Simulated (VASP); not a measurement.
# WS2 (R3m) in VASP: further runs

Runs on WS2. Level: LDA. Tasks: single point.

All numbers are computed with VASP 6.6.1; they aren't measurements. Logs are shortened: lines on timing, memory, paths and dates and some standing lists are left out, and cuts for length are marked.

## (1) The cell of the first run

It takes space group R3m (No. 160, trigonal). The conventional cell has a = 3.063 Å, b = 3.063 Å, c = 18.490 Å, α = 90.00°, β = 90.00°, γ = 120.00°. W (site symmetry 3m) has 6 S at 2.35 to 2.37 Å and 6 W at 3.06 Å within 3.1 Å. Within 3.2 Å of S (site symmetry 3m) lie 3 W at 2.35 Å and 7 S at 3.06 to 3.13 Å. Within 3.2 Å of S (site symmetry 3m) lie 3 W at 2.37 Å and 7 S at 3.06 to 3.13 Å.

## (2) Single point, LDA (equal xx and yy strain of -3 %)

Contents of INCAR:

```
PREC = Accurate ; ENCUT = 520
EDIFF = 1E-6 ; ISMEAR = -1
SIGMA = 0.08 ; LREAL = F
LASPH = T ; NELM = 80
ALGO = Normal ; ISIF = 2
LWAVE = F ; LCHARG = F
NBANDS = 20
```

Contents of KPOINTS:

```
Automatic mesh
0
Gamma
  13 13 13
```

Contents of POSCAR:

```
WS2
1.0
    1.5316303728      0.8842872080      6.1633300000
   -1.5316303728      0.8842872080      6.1633300000
    0.0000000000     -1.7685744160      6.1633300000
W S
1 2
Direct
    0.0000000000      0.0000000000      0.0000000000
    0.7503000000      0.7503000000      0.7503000000
    0.5810000000      0.5810000000      0.5810000000
```

Potentials or basis: VASP PAW LDA potentials, release 64 (W_sv, S).

Launch:

```console
cat potpaw_LDA.64/W_sv/POTCAR potpaw_LDA.64/S/POTCAR > POTCAR
mpirun -np 1 vasp_std > vasp.out
```

OUTCAR:

```text
PREC = Accurate
   ENCUT = 520
   EDIFF = 1E-6
   ISMEAR = -1
   LREAL = F
   LASPH = T
   NELM = 80
   ISIF = 2

 ion  position               nearest neighbor table
   1  0.000  0.000  0.000-   2 2.35   2 2.35   2 2.35   3 2.37   3 2.37   3 2.37
   2  0.750  0.750  0.750-   1 2.35   1 2.35   1 2.35
   3  0.581  0.581  0.581-   1 2.37   1 2.37   1 2.37

  LATTYP: Found a trigonal (rhomboedric) cell.
 ALAT       =     6.4120583399
 COS(alpha) =     0.8858849288

  Lattice vectors:

 A1 = (   1.5316303728,   0.8842872080,   6.1633300000)
 A2 = (  -1.5316303728,   0.8842872080,   6.1633300000)
 A3 = (   0.0000000000,  -1.7685744160,   6.1633300000)

Analysis of symmetry for initial positions (statically):
=====================================================================
 Subroutine PRICEL returns:
 Original cell was already a primitive cell.

 Routine SETGRP: Setting up the symmetry group for a
 trigonal (rhombohedral) supercell.

 Subroutine GETGRP returns: Found  6 space group operations
 (whereof  6 operations were pure point group operations)
 out of a pool of 12 trial point group operations.

The static configuration has the point symmetry C_3v.

Analysis of symmetry for dynamics (positions and initial velocities):
=====================================================================
 Subroutine PRICEL returns:
 Original cell was already a primitive cell.

 Routine SETGRP: Setting up the symmetry group for a
 trigonal (rhombohedral) supercell.

 Subroutine GETGRP returns: Found  6 space group operations
 (whereof  6 operations were pure point group operations)
 out of a pool of 12 trial point group operations.

The dynamic configuration has the point symmetry C_3v.

 Subroutine INISYM returns: Found  6 space group operations
 (whereof  6 operations are pure point group operations),
 and found     1 'primitive' translations

----------------------------------------------------------------------------------------

                                     Primitive cell

  volume of cell :      50.0857

  direct lattice vectors                    reciprocal lattice vectors
     1.531630373  0.884287208  6.163330000     0.326449520  0.188475718  0.054083318
    -1.531630373  0.884287208  6.163330000    -0.326449520  0.188475718  0.054083318
     0.000000000 -1.768574416  6.163330000     0.000000000 -0.376951436  0.054083318

  length of vectors
     6.412058340  6.412058340  6.412058340     0.380811490  0.380811490  0.380811490

  position of ions in fractional coordinates (direct lattice)
     0.000000000  0.000000000  0.000000000
     0.750300000  0.750300000  0.750300000
     0.581000000  0.581000000  0.581000000

  ion indices of the primitive-cell ions
   primitive index   ion index
                 1           1
                 2           2
                 3           3

----------------------------------------------------------------------------------------

 KPOINTS: Automatic mesh

Automatic generation of k-mesh.
 Grid dimensions read from file:
 generate k-points for:   13   13   13

 Generating k-lattice:

  Cartesian coordinates                     Fractional coordinates (reciprocal lattice)
     0.025111502  0.014498132  0.004160255     0.076923077  0.000000000 -0.000000000
    -0.025111502  0.014498132  0.004160255     0.000000000  0.076923077 -0.000000000
     0.000000000 -0.028996264  0.004160255    -0.000000000 -0.000000000  0.076923077

  Length of vectors
     0.029293192  0.029293192  0.029293192

  Shift w.r.t. Gamma in fractional coordinates (k-lattice)
     0.000000000  0.000000000  0.000000000

 Subroutine IBZKPT returns following result:
 ===========================================

 Found    231 irreducible k-points:

 Following reciprocal coordinates:
            Coordinates               Weight
  0.000000  0.000000  0.000000      1.000000
  0.076923 -0.000000  0.000000      6.000000
  0.153846  0.000000  0.000000      6.000000
  0.230769 -0.000000 -0.000000      6.000000
  0.307692  0.000000  0.000000      6.000000
  0.384615 -0.000000  0.000000      6.000000
[... 16 lines left out ...]
  0.384615  0.153846  0.000000     12.000000
  0.461538  0.153846  0.000000     12.000000
 [... further k-points ...]
   k-points           NKPTS =    231   k-points in BZ     NKDIM =    231   number of bands    NBANDS=     20
   number of dos      NEDOS =    301   number of ions     NIONS =      3
   total plane-waves  NPLWV = 110592
   dimension x,y,z NGX =    48 NGY =   48 NGZ =   48
   dimension x,y,z NGXF=    96 NGYF=   96 NGZF=   96
   ions per type =               1   2
   NGX,Y,Z   is equivalent  to a cutoff of  12.44, 12.44, 12.44 a.u.
   NGXF,Y,Z  is equivalent  to a cutoff of  24.89, 24.89, 24.89 a.u.
 SYSTEM =  unknown system
   PREC   = accura    normal or accurate (medium, high low for compatibility)
   ISTART =      0    job   : 0-new  1-cont  2-samecut
   ICHARG =      2    charge: 1-file 2-atom 10-const
   ISPIN  =      1    spin polarized calculation?
   LNONCOLLINEAR =      F non collinear calculations
   LSORBIT =      F    spin-orbit coupling
   LASPH  =      T    aspherical Exc in radial PAW
   ENCUT  =  520.0 eV  38.22 Ry    6.18 a.u.  11.92 11.92 11.92*2*pi/ulx,y,z
   NELM   =     80;   NELMIN=  2; NELMDL= -5     # of ELM steps
   EDIFF  = 0.1E-05   stopping-criterion for ELM
   LREAL  =      F    real-space projection
   EDIFFG = 0.1E-04   stopping-criterion for IOM
   NSW    =      0    number of steps for IOM
   IBRION =     -1    ionic relax: 0-MD 1-quasi-New 2-CG
   NFREE  =      0    steps in history (QN), initial steepest desc. (CG)
   ISIF   =      2    stress and relaxation
   ISYM   =      2    0-nonsym 1-usesym 2-fastsym
   POTIM  = 0.5000    time-step for ionic-motion
   TEBEG  =    0.0;   TEEND  =   0.0 temperature during run
   PSTRESS=    0.0 pullay stress
   NELECT =      26.0000    total number of electrons
   NUPDOWN=      -1.0000    fix difference up-down
   EMIN   =  10.00;   EMAX   =-10.00  energy-range for DOS
   EFERMI =   0.00;   METHOD = LEGACY
   ISMEAR =    -1;   SIGMA  =   0.08  broadening in eV -4-tet -1-fermi 0-gaus
   EFERMI_NEDOS =   21; number of points for ismear=-14 and -15
   IALGO  =     38    algorithm
   IMIX   =      4    mixing-type and parameters
     AMIX     =   0.40;   BMIX     =  1.00
     AMIX_MAG =   1.60;   BMIX_MAG =  1.00
  volume/ion in A,a.u.               =      16.70       112.67
  Fermi-wavevector in a.u.,A,eV,Ry     =   1.315713  2.486338 23.553068  1.731102
  Thomas-Fermi vector in A             =   2.445877
   LORBIT       =      0    0 simple, 1 ext, 2 COOP (PROOUT), +10 PAW based schemes
   GGA     = CA    functional components
   LHFCALC =     F    Hartree Fock is set to
   AEXX    =    0.0000 exact exchange contribution
   IVDW    =     0    specifies the selected vdW correction
   LEPSILON=     F    determine dielectric tensor
   LRPA    =     F    only Hartree local field effects (RPA)
 non-spin polarized calculation
  energy-cutoff  :      520.00
  volume of cell :       50.09
 maximum number of plane-waves:      1379
   NGX = 23   NGY = 23   NGZ = 23

 number of electron      26.0000001 magnetization

 Free energy of the ion-electron system (eV)
  ---------------------------------------------------
  ext. energy  EPLUGINS =         0.00000000
  ---------------------------------------------------
  free energy    TOTEN  =       -26.18907926 eV

  energy without entropy =      -26.18905484  energy(sigma->0) =      -26.18906705

 E-fermi :   8.4033     XC(G=0): -11.5244

 val. band max:        7.9453645896   @ k =   0.4615   0.4615   0.4615
 cond. band min:       9.0186332965   @ k =  -0.1538   0.1538   0.0000
 fundamental gap:      1.0732687069
 Fermi energy:         8.4032725044

 k-point     1 :       0.0000    0.0000    0.0000
  band No.  band energies     occupation
      1     -65.9392      2.00000
      2     -30.5732      2.00000
      3     -30.2646      2.00000
      4     -30.2646      2.00000
      5      -7.9104      2.00000
      6      -5.7841      2.00000
[... 12 lines left out ...]
     19      16.3104      0.00000
     20      16.5227      0.00000

 k-point     2 :       0.0769   -0.0000    0.0000
  band No.  band energies     occupation
      1     -65.9375      2.00000
      2     -30.5676      2.00000
      3     -30.2950      2.00000
      4     -30.2715      2.00000
      5      -7.7941      2.00000
      6      -5.7504      2.00000
[... 12 lines left out ...]
     19      16.5481      0.00000
     20      16.7841      0.00000

 k-point     3 :       0.1538    0.0000    0.0000
  band No.  band energies     occupation
      1     -65.9327      2.00000
      2     -30.5520      2.00000
      3     -30.3787      2.00000
      4     -30.2907      2.00000
      5      -7.4590      2.00000
      6      -5.6531      2.00000
[... 12 lines left out ...]
     19      16.6175      0.00000
     20      17.3904      0.00000

 k-point     4 :       0.2308   -0.0000   -0.0000
  band No.  band energies     occupation
      1     -65.9259      2.00000
      2     -30.5300      2.00000
      3     -30.4947      2.00000
      4     -30.3176      2.00000
      5      -6.9469      2.00000
      6      -5.5046      2.00000
[... 12 lines left out ...]
     19      16.6047      0.00000
     20      17.3889      0.00000

 k-point     5 :       0.3077    0.0000    0.0000
  band No.  band energies     occupation
      1     -65.9186      2.00000
      2     -30.6156      2.00000
      3     -30.5064      2.00000
      4     -30.3461      2.00000
      5      -6.3303      2.00000
      6      -5.3294      2.00000
[... 12 lines left out ...]
     19      15.8664      0.00000
     20      16.4499      0.00000
[... 353 lines left out ...]
      6      -5.5998      2.00000
[... 12 lines left out ...]
     19      16.8080      0.00000
     20      17.0184      0.00000

 k-point    22 :       0.3077    0.1538    0.0000
  band No.  band energies     occupation
      1     -65.9224      2.00000
      2     -30.5355      2.00000
      3     -30.5185      2.00000
      4     -30.3502      2.00000
      5      -6.6352      2.00000
      6      -5.4602      2.00000
[... 12 lines left out ...]
     19      16.5807      0.00000
     20      17.2568      0.00000

 k-point    23 :       0.3846    0.1538    0.0000
  band No.  band energies     occupation
      1     -65.9160      2.00000
      2     -30.6242      2.00000
      3     -30.4977      2.00000
      4     -30.3936      2.00000
      5      -6.0553      2.00000
      6      -5.2838      2.00000
[... 12 lines left out ...]
     19      16.2763      0.00000
     20      16.7704      0.00000

 k-point    24 :       0.4615    0.1538    0.0000
  band No.  band energies     occupation
      1     -65.9107      2.00000
      2     -30.6957      2.00000
      3     -30.4804      2.00000
      4     -30.4307      2.00000
      5      -5.5047      2.00000
      6      -5.1073      2.00000
[... 12 lines left out ...]
     19      15.9641      0.00000
     20      16.6753      0.00000

 [... further k-points ...]

------------------------ aborting loop because EDIFF is reached ----------------------------------------

  FORCE on cell =-STRESS in cart. coord.  units (eV):
  Direction    XX          YY          ZZ          XY          YZ          ZX
  --------------------------------------------------------------------------------------
  -------------------------------------------------------------------------------------
  Total        2.9050091      2.9050091      1.4754052      0.0000000      0.0000000      0.0000000
  in kB       92.9274674     92.9274674     47.1962947      0.0000000      0.0000000      0.0000000
  external PRESSURE =      77.6837432 kB  Pullay stress =       0.0000000 kB

 VOLUME and BASIS-vectors are now :
 -----------------------------------------------------------------------------
  energy-cutoff  :      520.00
  volume of cell :       50.09
      direct lattice vectors                 reciprocal lattice vectors
     1.531630373  0.884287208  6.163330000     0.326449520  0.188475718  0.054083318
    -1.531630373  0.884287208  6.163330000    -0.326449520  0.188475718  0.054083318
     0.000000000 -1.768574416  6.163330000     0.000000000 -0.376951436  0.054083318

 POSITION                                       TOTAL-FORCE (eV/Angst)
 -----------------------------------------------------------------------------------
      0.00000      0.00000      0.00000         0.000000     -0.000000     -0.677224
      0.00000      0.00000     13.87304         0.000000      0.000000      0.852579
      0.00000      0.00000     10.74268         0.000000      0.000000     -0.175354
 -----------------------------------------------------------------------------------
    total drift:                                0.000000      0.000000     -0.000053

  FREE ENERGIE OF THE ION-ELECTRON SYSTEM (eV)
  ---------------------------------------------------
  free  energy   TOTEN  =       -26.1890792566 eV

  energy  without entropy=      -26.1890548365  energy(sigma->0) =      -26.18906705
```

Run time: 5.2 min. Hardware: 1 thread of Intel Xeon 6975P-C (Granite Rapids), shared host; peak memory 0.41 GiB.

Results:

```
Free energy            : -26.1891 eV
Pressure               : 7.8 GPa
Largest force          : 0.853 eV/Å
Band gap on the k mesh : 1.07 eV (least direct gap 2.47 eV)
```

Forces on the atoms (eV/Å):
```
W    0.000  0.000 -0.677
S    0.000  0.000  0.853
S    0.000  0.000 -0.175
```

Levels at points of the mesh, in eV from the valence-band top:
```tsv
k point	band 11	band 12	band 13	band 14	band 15	band 16
(0.00, 0.00, 0.00)	-2.01	-1.67	-1.42	2.60	2.60	2.95
```

Caveat: the cell differs from its parent crystal (equal xx and yy strain of -3 %); the cell stands under pressure; spin-orbit coupling is left out, which moves the levels of the heavy elements. A k mesh can miss the band edges.

## (3) Single point, LDA (equal xx and yy strain of -1 %)

Contents of INCAR:

```
PREC = Accurate
ENCUT = 520
EDIFF = 1E-6
ISMEAR = -1
SIGMA = 0.08
LREAL = False
LASPH = True
NELM = 60
ALGO = Normal
ISIF = 2
LWAVE = False
LCHARG = False
NBANDS = 20
```

Contents of KPOINTS:

```
regular mesh
0
Gamma
  13 13 13
```

Contents of POSCAR:

```
WS2
1.0
    1.5632103805      0.9025199339      6.1633300000
   -1.5632103805      0.9025199339      6.1633300000
    0.0000000000     -1.8050398679      6.1633300000
W S
1 2
Direct
    0.0000000000      0.0000000000      0.0000000000
    0.7503000000      0.7503000000      0.7503000000
    0.5810000000      0.5810000000      0.5810000000
```

Potentials or basis: VASP PAW LDA potentials, release 64 (W_sv, S).

Launch:

```console
cat potpaw_LDA.64/W_sv/POTCAR potpaw_LDA.64/S/POTCAR > POTCAR
mpirun -np 1 vasp_std > vasp.out
```

Run time: 5.3 min. Hardware: 1 thread of Intel Xeon 6975P-C (Granite Rapids), shared host; peak memory 0.41 GiB.

The run converged. Its results:

```yaml
Free_energy: -26.2512 eV
Pressure: 0.1 GPa
Largest_force: 0.616 eV/Å
Band_gap_on_the_k_mesh: 1.02 eV (least direct gap 2.22 eV)
```

Forces on the atoms (eV/Å):
```
W    0.000  0.000 -0.616
S    0.000  0.000  0.311
S    0.000  0.000  0.305
```

Stress tensor (GPa, compression positive):
```
 0.41  0.00  0.00
 0.00  0.41  0.00
 0.00  0.00 -0.66
```

Levels at points of the mesh, in eV from the valence-band top:
| k point | band 9 | band 10 | band 11 | band 12 | band 13 | band 14 | band 15 | band 16 | band 17 | band 18 |
| --- | --- | --- | --- | --- | --- | --- | --- | --- | --- | --- |
| (0.00, 0.00, 0.00) | -3.49 | -2.21 | -2.21 | -1.58 | -1.30 | 2.31 | 2.31 | 2.67 | 2.67 | 4.89 |

Caveat: the cell differs from its parent crystal (equal xx and yy strain of -1 %); spin-orbit coupling is left out, which moves the levels of the heavy elements. A k mesh can miss the band edges.
